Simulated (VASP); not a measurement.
A run of VASP 6.6.1 is set up as follows.

INCAR

```
SYSTEM = Zr4Sb
ALGO = Fast
EDIFF = 1E-6
ENCUT = 520
GGA = PE
ISIF = 2
ISMEAR = 0
LASPH = .TRUE.
LCHARG = .FALSE.
LREAL = .FALSE.
LWAVE = .FALSE.
NBANDS = 64
NELM = 100
PREC = Accurate
SIGMA = 0.1
```

KPOINTS

```
k-points
0
G
  6 6 6
  0 0 0
```

File POSCAR:

```
Zr4Sb
1.0
    6.4029389916      0.0000000000      0.0000000000
    0.0000000000      6.4029389916      0.0000000000
    0.0000000000      0.0000000000      5.6046452261
Zr Sb
8 2
Direct
    0.6519518605      0.8480481395      0.2708849628
    0.8480481395      0.3480481395      0.2708849628
    0.1519518605      0.3480481395      0.7291150372
    0.8480481395      0.6519518605      0.7291150372
    0.6519518605      0.1519518605      0.7291150372
    0.3480481395      0.8480481395      0.7291150372
    0.3480481395      0.1519518605      0.2708849628
    0.1519518605      0.6519518605      0.2708849628
    0.5000000000      0.5000000000      0.0000000000
    0.0000000000      0.0000000000      0.0000000000
```

Potentials or basis: VASP PAW PBE potentials, release 64 (Zr_sv, Sb).

Launch:

```bash
$ cat potpaw_PBE.64/Zr_sv/POTCAR potpaw_PBE.64/Sb/POTCAR > POTCAR
$ mpirun -np 1 vasp_std > vasp.out
```

Question: What does it give for the pressure?

Answer: 6.6 GPa.

Question: Estimate the band gap on the k mesh.

Answer: Zero (bands 53 and 54 overlap by 1.00 eV).

Question: Predict the largest force.

Answer: 0.007 eV/Å.

Forces in eV/Å, atoms in the order of the input:
```
Zr  -0.002  0.002  0.006
Zr   0.002  0.002  0.006
Zr  -0.002  0.002 -0.006
Zr   0.002 -0.002 -0.006
Zr  -0.002 -0.002 -0.006
Zr   0.002  0.002 -0.006
Zr   0.002 -0.002  0.006
Zr  -0.002 -0.002  0.006
Sb   0.000  0.000  0.000
Sb   0.000  0.000  0.000
```

Caveat: the cell stands under pressure; spin-orbit coupling is left out, which moves the levels of the heavy elements.
